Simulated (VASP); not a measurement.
A run of VASP 6.6.1 is set up as follows.

File POSCAR:

```
HfO2
1.0
    0.0000000000      2.5923900125      2.5923900125
    2.5923900125      0.0000000000      2.5923900125
    2.5923900125      2.5923900125      0.0000000000
Hf O
1 2
Direct
    0.0000000000      0.0000000000      0.0000000000
    0.2500000000      0.2500000000      0.2500000000
    0.7500000000      0.7500000000      0.7500000000
```

File INCAR.step1:

```
SYSTEM = HfO2
PREC = Accurate
ENCUT = 520
ISMEAR = 0
SIGMA = 0.05
LREAL = .False.
LASPH = .True.
NELM = 100
NBANDS = 18
GGA = PE
ALGO = Normal
EDIFF = 1E-4
LWAVE = .True.
LCHARG = .False.
```

File INCAR.step2:

```
SYSTEM = HfO2
PREC = Accurate
ENCUT = 520
EDIFF = 1E-7
ISMEAR = 0
SIGMA = 0.05
LREAL = .False.
LASPH = .True.
NELM = 100
ALGO = Normal
ISIF = 2
LWAVE = .False.
LCHARG = .True.
METAGGA = R2SCAN
LMIXTAU = .True.
LELF = .True.
LVHAR = .True.
NBANDS = 18
ISTART = 1
```

The input KPOINTS:

```
Automatic mesh
0
Gamma
  8 8 8
  0 0 0
```

Potentials or basis: VASP PAW PBE potentials, release 64 (Hf_pv, O).

Launch:

```sh
$ cat potpaw_PBE.64/Hf_pv/POTCAR potpaw_PBE.64/O/POTCAR > POTCAR
$ cp INCAR.step1 INCAR
$ mpirun -np 1 vasp_std > vasp.out
$ cp INCAR.step2 INCAR
$ mpirun -np 1 vasp_std > vasp.out
```

Question: Estimate the pressure.

Answer: -20.4 GPa.

Question: What does it give for the band gap on the k mesh?

Answer: 4.09 eV, direct.

Caveat: the cell differs from its parent crystal (strain +0.025 along x and y, +0.025 along z); the PAW data sets were made with another functional, which shifts forces and pressure a little; spin-orbit coupling is left out, which moves the levels of the heavy elements. A k mesh can miss the band edges.
